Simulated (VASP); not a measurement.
A run of VASP 6.6.1:

Contents of POSCAR:

```
Ge
1.0
    1.3761917650     -2.5615082600      0.0000000000
    1.3761917650      2.5615082600      0.0000000000
    0.0000000000      0.0000000000      2.6982310000
Ge
1
Direct
    0.5000000000      0.5000000000      0.0000000000
```

File INCAR.step1:

```
PREC = Accurate ; ENCUT = 520
ISMEAR = 0 ; SIGMA = 0.15
LREAL = F ; LASPH = T
NELM = 100 ; NBANDS = 13
GGA = PE ; ALGO = Normal
EDIFF = 1E-4 ; LWAVE = T
LCHARG = F
```

The input INCAR.step2:

```
PREC = Accurate ; ENCUT = 520
EDIFF = 1E-7 ; ISMEAR = 0
SIGMA = 0.15 ; LREAL = F
LASPH = T ; NELM = 100
ALGO = Normal ; ISIF = 2
LWAVE = F ; LCHARG = T
METAGGA = R2SCAN ; LMIXTAU = T
LELF = T ; LVHAR = T
NBANDS = 13 ; ISTART = 1
```

The input KPOINTS:

```
Automatic mesh
0
Gamma
  20 20 18
```

Potentials or basis: VASP PAW PBE potentials, release 64 (Ge_d).

Command:

```sh
$ cat potpaw_PBE.64/Ge_d/POTCAR > POTCAR
$ cp INCAR.step1 INCAR
$ mpirun -np 1 vasp_std > vasp.out
$ cp INCAR.step2 INCAR
$ mpirun -np 1 vasp_std > vasp.out
```

Hardware: 1 thread of Intel(R) Xeon(R) 6975P-C (Granite Rapids) (shared host).

Problem. How long does it take, and how much memory?

Solution. It took 4.7 min on 1 thread of Intel(R) Xeon(R) 6975P-C (Granite Rapids), with other jobs on the host, peak memory 0.35 GiB. Counts: k points 1110.
